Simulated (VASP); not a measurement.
# BN (I-4m2) in VASP: single point with r2SCAN

Aim: the single point of BN with r2SCAN.

All numbers are computed with VASP 6.6.1; they aren't measurements. Logs are shortened: lines on timing, memory, paths and dates and some standing lists are left out, and cuts for length are marked.

## 1. The cell of the first run

Symmetry: I-4m2, No. 119, tetragonal system. The conventional cell has a = 2.654 Å, b = 2.654 Å, c = 3.321 Å, α = 90.00°, β = 90.00°, γ = 90.00°. Within 2.1 Å of B (site symmetry -4m2) lie 4 N at 1.57 Å. N (site symmetry -4m2) has 4 B at 1.57 Å within 2.1 Å.

## 2. Single point, r2SCAN (strain +0.040 along x and y, -0.080 along z)

POSCAR

```
BN
1.0
    0.0000000000      1.8770063053      1.6604286547
    1.8770063053      0.0000000000      1.6604286547
    1.8770063053      1.8770063053      0.0000000000
B N
1 1
Direct
    0.0000000000      0.0000000000      0.0000000000
    0.7500000000      0.7500000000      0.7500000000
```

INCAR.step1

```
SYSTEM = BN
ALGO = Normal ; EDIFF = 1E-5
ENCUT = 1460 ; GGA = PE
GGA_COMPAT = .FALSE. ; ISMEAR = 0
LASPH = .TRUE. ; LCHARG = .FALSE.
LREAL = .FALSE. ; LWAVE = .TRUE.
NBANDS = 11 ; NELM = 120
PREC = Accurate ; SIGMA = 0.05
```

INCAR.step2

```
SYSTEM = BN
ALGO = Normal ; EDIFF = 1E-6
ENCUT = 1460 ; GGA_COMPAT = .FALSE.
ISIF = 2 ; ISMEAR = 0
ISTART = 1 ; LASPH = .TRUE.
LCHARG = .FALSE. ; LMIXTAU = .TRUE.
LREAL = .FALSE. ; LWAVE = .FALSE.
METAGGA = R2SCAN ; NBANDS = 11
NELM = 120 ; PREC = Accurate
SIGMA = 0.05
```

KPOINTS

```
k-points
0
G
  12 12 12
  0 0 0
```

Potentials or basis: VASP PAW PBE potentials, release 64 (B_h, N_h).

Launch:

```console
$ cat potpaw_PBE.64/B_h/POTCAR potpaw_PBE.64/N_h/POTCAR > POTCAR
$ cp INCAR.step1 INCAR
$ mpirun -np 1 vasp_std > vasp.out
$ cp INCAR.step2 INCAR
$ mpirun -np 1 vasp_std > vasp.out
```

OUTCAR:

```text
SYSTEM = BN
   EDIFF = 1E-6
   ENCUT = 1460
   ISIF = 2
   ISMEAR = 0
   ISTART = 1
   LASPH = .TRUE.
   LREAL = .FALSE.
   METAGGA = R2SCAN
   NELM = 120
   PREC = Accurate

 ion  position               nearest neighbor table
   1  0.000  0.000  0.000-
   2  0.750  0.750  0.750-

  LATTYP: Found a body centered tetragonal cell.
 ALAT       =     2.6544877736
 C/A-ratio  =     1.2510350744

  Lattice vectors:

 A1 = (   0.0000000000,  -1.8770063053,  -1.6604286547)
 A2 = (   0.0000000000,   1.8770063053,  -1.6604286547)
 A3 = (   1.8770063053,   0.0000000000,   1.6604286547)

Analysis of symmetry for initial positions (statically):
=====================================================================
 Subroutine PRICEL returns:
 Original cell was already a primitive cell.

 Routine SETGRP: Setting up the symmetry group for a
 body centered tetragonal supercell.

 Subroutine GETGRP returns: Found  8 space group operations
 (whereof  8 operations were pure point group operations)
 out of a pool of 16 trial point group operations.

The static configuration has the point symmetry D_2d.

Analysis of symmetry for dynamics (positions and initial velocities):
=====================================================================
 Subroutine PRICEL returns:
 Original cell was already a primitive cell.

 Routine SETGRP: Setting up the symmetry group for a
 body centered tetragonal supercell.

 Subroutine GETGRP returns: Found  8 space group operations
 (whereof  8 operations were pure point group operations)
 out of a pool of 16 trial point group operations.

The dynamic configuration has the point symmetry D_2d.

 Subroutine INISYM returns: Found  8 space group operations
 (whereof  8 operations are pure point group operations),
 and found     1 'primitive' translations

----------------------------------------------------------------------------------------

                                     Primitive cell

  volume of cell :      11.6999

  direct lattice vectors                    reciprocal lattice vectors
     0.000000000  1.877006305  1.660428655    -0.266381630  0.266381630  0.301127061
     1.877006305  0.000000000  1.660428655     0.266381630 -0.266381630  0.301127061
     1.877006305  1.877006305  0.000000000     0.266381630  0.266381630 -0.301127061

  length of vectors
     2.506027930  2.506027930  2.654487774     0.482281922  0.482281922  0.482281922

  position of ions in fractional coordinates (direct lattice)
     0.000000000  0.000000000  0.000000000
     0.750000000  0.750000000  0.750000000

  ion indices of the primitive-cell ions
   primitive index   ion index
                 1           1
                 2           2

----------------------------------------------------------------------------------------

 KPOINTS: k-points

Automatic generation of k-mesh.
 Grid dimensions read from file:
 generate k-points for:   12   12   12

 Generating k-lattice:

  Cartesian coordinates                     Fractional coordinates (reciprocal lattice)
    -0.022198469  0.022198469  0.025093922     0.083333333 -0.000000000  0.000000000
     0.022198469 -0.022198469  0.025093922    -0.000000000  0.083333333  0.000000000
     0.022198469  0.022198469 -0.025093922     0.000000000  0.000000000  0.083333333

  Length of vectors
     0.040190160  0.040190160  0.040190160

  Shift w.r.t. Gamma in fractional coordinates (k-lattice)
     0.000000000  0.000000000  0.000000000

 Subroutine IBZKPT returns following result:
 ===========================================

 Found    163 irreducible k-points:

 Following reciprocal coordinates:
            Coordinates               Weight
  0.000000  0.000000  0.000000      1.000000
  0.083333  0.000000  0.000000      8.000000
  0.166667  0.000000  0.000000      8.000000
  0.250000  0.000000  0.000000      8.000000
  0.333333  0.000000  0.000000      8.000000
  0.416667  0.000000  0.000000      8.000000
[... 16 lines left out ...]
  0.500000  0.166667  0.000000      8.000000
 -0.416667  0.166667  0.000000      8.000000
 [... further k-points ...]
   k-points           NKPTS =    163   k-points in BZ     NKDIM =    163   number of bands    NBANDS=     11
   number of dos      NEDOS =    301   number of ions     NIONS =      2
   total plane-waves  NPLWV =  36864
   dimension x,y,z NGX =    32 NGY =   32 NGZ =   36
   dimension x,y,z NGXF=    64 NGYF=   64 NGZF=   72
   ions per type =               1   1
   NGX,Y,Z   is equivalent  to a cutoff of  21.23, 21.23, 22.55 a.u.
   NGXF,Y,Z  is equivalent  to a cutoff of  42.46, 42.46, 45.09 a.u.
 SYSTEM =  BN
   PREC   = accura    normal or accurate (medium, high low for compatibility)
   ISTART =      1    job   : 0-new  1-cont  2-samecut
   ICHARG =      0    charge: 1-file 2-atom 10-const
   ISPIN  =      1    spin polarized calculation?
   LNONCOLLINEAR =      F non collinear calculations
   LSORBIT =      F    spin-orbit coupling
   LASPH  =      T    aspherical Exc in radial PAW
   ENCUT  = 1460.0 eV 107.31 Ry   10.36 a.u.   7.81  7.81  8.27*2*pi/ulx,y,z
   NELM   =    120;   NELMIN=  2; NELMDL=  0     # of ELM steps
   EDIFF  = 0.1E-05   stopping-criterion for ELM
   LREAL  =      F    real-space projection
   EDIFFG = 0.1E-04   stopping-criterion for IOM
   NSW    =      0    number of steps for IOM
   IBRION =     -1    ionic relax: 0-MD 1-quasi-New 2-CG
   NFREE  =      0    steps in history (QN), initial steepest desc. (CG)
   ISIF   =      2    stress and relaxation
   ISYM   =      2    0-nonsym 1-usesym 2-fastsym
   POTIM  = 0.5000    time-step for ionic-motion
   TEBEG  =    0.0;   TEEND  =   0.0 temperature during run
   PSTRESS=    0.0 pullay stress
   NELECT =       8.0000    total number of electrons
   NUPDOWN=      -1.0000    fix difference up-down
   EMIN   =  10.00;   EMAX   =-10.00  energy-range for DOS
   EFERMI =   0.00;   METHOD = LEGACY
   ISMEAR =     0;   SIGMA  =   0.05  broadening in eV -4-tet -1-fermi 0-gaus
   EFERMI_NEDOS =   21; number of points for ismear=-14 and -15
   IALGO  =     38    algorithm
   IMIX   =      4    mixing-type and parameters
     AMIX     =   0.40;   BMIX     =  1.00
     AMIX_MAG =   1.60;   BMIX_MAG =  1.00
  volume/ion in A,a.u.               =       5.85        39.48
  Fermi-wavevector in a.u.,A,eV,Ry     =   1.442262  2.725481 28.301760  2.080121
  Thomas-Fermi vector in A             =   2.560802
   LORBIT       =      0    0 simple, 1 ext, 2 COOP (PROOUT), +10 PAW based schemes
   METAGGA = R2SCAN    functional components
   LHFCALC =     F    Hartree Fock is set to
   AEXX    =    0.0000 exact exchange contribution
   IVDW    =     0    specifies the selected vdW correction
   LEPSILON=     F    determine dielectric tensor
   LRPA    =     F    only Hartree local field effects (RPA)
 non-spin polarized calculation
 Gauss-broadening in eV      SIGMA  =   0.05
  energy-cutoff  :     1460.00
  volume of cell :       11.70
 maximum number of plane-waves:      1506
   NGX = 15   NGY = 15   NGZ = 17

 number of electron       8.0000000 magnetization

 Free energy of the ion-electron system (eV)
  ---------------------------------------------------
  ext. energy  EPLUGINS =         0.00000000
  ---------------------------------------------------
  free energy    TOTEN  =       -18.99200536 eV

  energy without entropy =      -18.99200536  energy(sigma->0) =      -18.99200536

 E-fermi :   9.9766     XC(G=0): -13.8202

 val. band max:        9.7599585933   @ k =   0.0000   0.0000   0.0000
 cond. band min:      12.8137696783   @ k =   0.5000   0.5000   0.0000
 fundamental gap:      3.0538110850
 Fermi energy:         9.9765675828

 k-point     1 :       0.0000    0.0000    0.0000
  band No.  band energies     occupation
      1     -12.3006      2.00000
      2       8.7466      2.00000
      3       8.7467      2.00000
      4       9.7600      2.00000
      5      18.2432      0.00000
      6      19.1195      0.00000
      7      19.1196      0.00000
      8      20.2419      0.00000
      9      34.7994      0.00000
     10      35.5308      0.00000
     11      37.0789      0.00000

 k-point     2 :       0.0833    0.0000    0.0000
  band No.  band energies     occupation
      1     -12.1226      2.00000
      2       8.0054      2.00000
      3       8.5120      2.00000
      4       9.4328      2.00000
      5      18.2849      0.00000
      6      19.3661      0.00000
      7      19.4992      0.00000
      8      20.8648      0.00000
      9      33.5452      0.00000
     10      34.7911      0.00000
     11      36.1361      0.00000

 k-point     3 :       0.1667    0.0000    0.0000
  band No.  band energies     occupation
      1     -11.5955      2.00000
      2       5.9409      2.00000
      3       7.9383      2.00000
      4       8.9894      2.00000
      5      18.4064      0.00000
      6      19.8600      0.00000
      7      20.2513      0.00000
      8      22.3479      0.00000
      9      32.6503      0.00000
     10      33.4722      0.00000
     11      36.0104      0.00000

 k-point     4 :       0.2500    0.0000    0.0000
  band No.  band energies     occupation
      1     -10.7455      2.00000
      2       3.3919      2.00000
      3       7.2700      2.00000
      4       8.5712      2.00000
      5      18.4765      0.00000
      6      20.1561      0.00000
      7      21.1671      0.00000
      8      23.8776      0.00000
      9      32.8903      0.00000
     10      33.0677      0.00000
     11      35.9157      0.00000
[... 239 lines left out ...]
 k-point    22 :       0.4167    0.1667    0.0000
  band No.  band energies     occupation
      1      -8.3854      2.00000
      2       0.2287      2.00000
      3       5.1256      2.00000
      4       6.7052      2.00000
      5      17.1451      0.00000
      6      22.4602      0.00000
      7      22.5686      0.00000
      8      23.5877      0.00000
      9      31.9396      0.00000
     10      37.8499      0.00000
     11      38.9293      0.00000

 k-point    23 :       0.5000    0.1667    0.0000
  band No.  band energies     occupation
      1      -7.4977      2.00000
      2      -1.2019      2.00000
      3       5.1247      2.00000
      4       6.2366      2.00000
      5      17.3458      0.00000
      6      22.1698      0.00000
      7      23.1170      0.00000
      8      24.4270      0.00000
      9      31.7570      0.00000
     10      37.5509      0.00000
     11      38.3736      0.00000

 k-point    24 :      -0.4167    0.1667    0.0000
  band No.  band energies     occupation
      1      -7.5793      2.00000
      2      -1.1103      2.00000
      3       5.4171      2.00000
      4       5.8364      2.00000
      5      17.6263      0.00000
      6      21.8871      0.00000
      7      23.0236      0.00000
      8      25.8302      0.00000
      9      31.0421      0.00000
     10      35.8568      0.00000
     11      37.1954      0.00000

 [... further k-points ...]

------------------------ aborting loop because EDIFF is reached ----------------------------------------

  FORCE on cell =-STRESS in cart. coord.  units (eV):
  Direction    XX          YY          ZZ          XY          YZ          ZX
  --------------------------------------------------------------------------------------
  -------------------------------------------------------------------------------------
  Total       -1.5314961     -1.5314961      3.3321564      0.0000000      0.0000000     -0.0000000
  in kB     -209.7223842   -209.7223842    456.3040046      0.0000000      0.0000000     -0.0000000
  external PRESSURE =      12.2864120 kB  Pullay stress =       0.0000000 kB

 VOLUME and BASIS-vectors are now :
 -----------------------------------------------------------------------------
  energy-cutoff  :     1460.00
  volume of cell :       11.70
      direct lattice vectors                 reciprocal lattice vectors
     0.000000000  1.877006305  1.660428655    -0.266381630  0.266381630  0.301127061
     1.877006305  0.000000000  1.660428655     0.266381630 -0.266381630  0.301127061
     1.877006305  1.877006305  0.000000000     0.266381630  0.266381630 -0.301127061

 POSITION                                       TOTAL-FORCE (eV/Angst)
 -----------------------------------------------------------------------------------
      0.00000      0.00000      0.00000        -0.000000     -0.000000     -0.000000
      2.81551      2.81551      2.49064         0.000000      0.000000      0.000000
 -----------------------------------------------------------------------------------
    total drift:                                0.000749      0.000749      0.000341

  FREE ENERGIE OF THE ION-ELECTRON SYSTEM (eV)
  ---------------------------------------------------
  free  energy   TOTEN  =       -18.9920053577 eV

  energy  without entropy=      -18.9920053577  energy(sigma->0) =      -18.99200536
```

It took 2.8 min on 1 thread of Intel Xeon Platinum 8488C (Sapphire Rapids), shared host; peak memory 0.25 GiB.

What came out:

```
Free energy            : -18.9920 eV
Pressure               : 1.2 GPa
Band gap on the k mesh : 3.05 eV (least direct gap 8.48 eV)
```

Levels at points of the mesh, in eV from the valence-band top:
| k point | band 1 | band 2 | band 3 | band 4 | band 5 | band 6 | band 7 | band 8 | band 9 |
| --- | --- | --- | --- | --- | --- | --- | --- | --- | --- |
| (0.00, 0.00, 0.00) | -22.06 | -1.01 | -1.01 | 0.00 | 8.48 | 9.36 | 9.36 | 10.48 | 25.04 |
| (0.50, 0.00, 0.00) | -17.67 | -11.79 | -3.58 | -1.83 | 8.61 | 10.12 | 13.10 | 15.99 | 23.99 |
| (0.50, 0.50, 0.00) | -15.32 | -8.76 | -6.88 | -6.88 | 3.05 | 7.20 | 18.82 | 18.82 | 23.29 |
| (0.50, 0.00, 0.50) | -16.73 | -10.64 | -5.16 | -5.06 | 5.18 | 10.32 | 17.24 | 18.83 | 20.53 |

Caveat: the cell differs from its parent crystal (strain +0.040 along x and y, -0.080 along z); the stress differs along the axes, from -21 to 46 GPa; the PAW data sets were made with another functional, which shifts forces and pressure a little. A k mesh can miss the band edges.
